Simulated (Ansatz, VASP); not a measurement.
## AlH6 in VASP and in Ansatz

The input INCAR:

```
SYSTEM = AlH6
ALGO = Normal ; EDIFF = 1E-7
EDIFFG = -0.01 ; ENCUT = 600
GGA = PE ; IBRION = 2
ISIF = 3 ; ISMEAR = 0
LASPH = .True. ; LCHARG = .False.
LREAL = .False. ; LWAVE = .False.
NELM = 100 ; NSW = 100
PREC = Accurate ; SIGMA = 0.1
```

KPOINTS

```
k-points
0
Gamma
  10 10 6
  0 0 0
```

Contents of POSCAR:

```
AlH6
1.0
    3.5354171420      0.0000000000      0.0000000000
    0.0000000000      3.5354171420      0.0000000000
    0.0000000000      0.0000000000      7.4728968601
Al H
1 6
Direct
    0.5000000000      0.5000000000      0.6055269351
    0.3945995198      0.0000000000      0.1186999477
    0.6054004802      0.0000000000      0.1186999477
    0.0000000000      0.3945995198      0.1186999477
    0.0000000000      0.6054004802      0.1186999477
    0.5000000000      0.0000000000      0.5804356121
    0.0000000000      0.5000000000      0.5804356121
```

Input for Ansatz:

```yaml
crystal:
  lattice:
    - [3.535417142, 0.0, 0.0]
    - [0.0, 3.535417142, 0.0]
    - [0.0, 0.0, 7.4728968601]
  atoms:
    - { symbol: Al, position: [0.5, 0.5, 0.6055269351] }
    - { symbol: H, position: [0.3945995198, 0.0, 0.1186999477] }
    - { symbol: H, position: [0.6054004802, 0.0, 0.1186999477] }
    - { symbol: H, position: [0.0, 0.3945995198, 0.1186999477] }
    - { symbol: H, position: [0.0, 0.6054004802, 0.1186999477] }
    - { symbol: H, position: [0.5, 0.0, 0.5804356121] }
    - { symbol: H, position: [0.0, 0.5, 0.5804356121] }
basis:
  ecutwfc: 420
kpoints:
  mp_grid: { grid: [10, 10, 6] }
hamiltonian:
  xc: pbe
scf:
  occupations: { method: gaussian, width: 0.1 }
output:
  forces: true
  stress: true
  eigenvalues: true
relax:
  adjacent_minimum: "off"
  f_tol: 0.01
  max_steps: 80
  cell: { stress_tol: 0.05 }
```

Alike in both runs: task relaxation of cell and atoms; functional PBE; k mesh 10 × 10 × 6; occupations gaussian, width 0.1 eV; no spin polarisation.

```csv
,VASP,Ansatz
version,VASP 6.6.1,Ansatz 0.2.0
potentials or method,"VASP PAW PBE potentials, release 64 (Al, H), cutoff 600 eV","scalar-relativistic, plane waves, PAW"
valence electrons in the cell,9,9
```

```tsv
	VASP	Ansatz	Ansatz less VASP
gap on the k mesh at the Fermi level, each at its own relaxed structure (eV)	none	none	-
relaxed volume (Å³/atom)	14.22	15.25	+1.022
relaxed cell length with the largest relative difference (Å)	7.953	8.515	+0.5620
```

A gap of «none» marks a metal or a gap that the smearing closes. One of these differences is far larger than is usual between the two programs; its cause wasn't traced.
